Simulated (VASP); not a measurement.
A run of VASP 6.6.1 is set up as follows.

The input INCAR:

```
PREC = Accurate
ENCUT = 500
EDIFF = 1E-6
ISMEAR = 0
SIGMA = 0.01
LREAL = False
LASPH = True
NELM = 120
ALGO = Normal
ISIF = 2
LWAVE = False
LCHARG = False
GGA = CA
NBANDS = 15
GGA_COMPAT = False
```

KPOINTS

```
regular mesh
0
Gamma
  4 4 4
```

File POSCAR:

```
CaS
1.0
    0.0000000000      2.8479357439      2.8479357439
    2.8479357439      0.0000000000      2.8479357439
    2.8479357439      2.8479357439      0.0000000000
Ca S
1 1
Direct
    0.0000000000      0.0000000000      0.0000000000
    0.5000000000      0.5000000000      0.5000000000
```

Potentials or basis: VASP PAW LDA potentials, release 64 (Ca_sv, S).

Launch:

```sh
$ cat potpaw_LDA.64/Ca_sv/POTCAR potpaw_LDA.64/S/POTCAR > POTCAR
$ mpirun -np 1 vasp_std > vasp.out
```

(1) Predict the pressure.

(2) What does it give for the band gap on the k mesh?

## Answers

(1) -3.8 GPa.

(2) 2.13 eV (least direct gap 2.95 eV).

Caveat: the k points lie up to 0.48 Å⁻¹ apart.
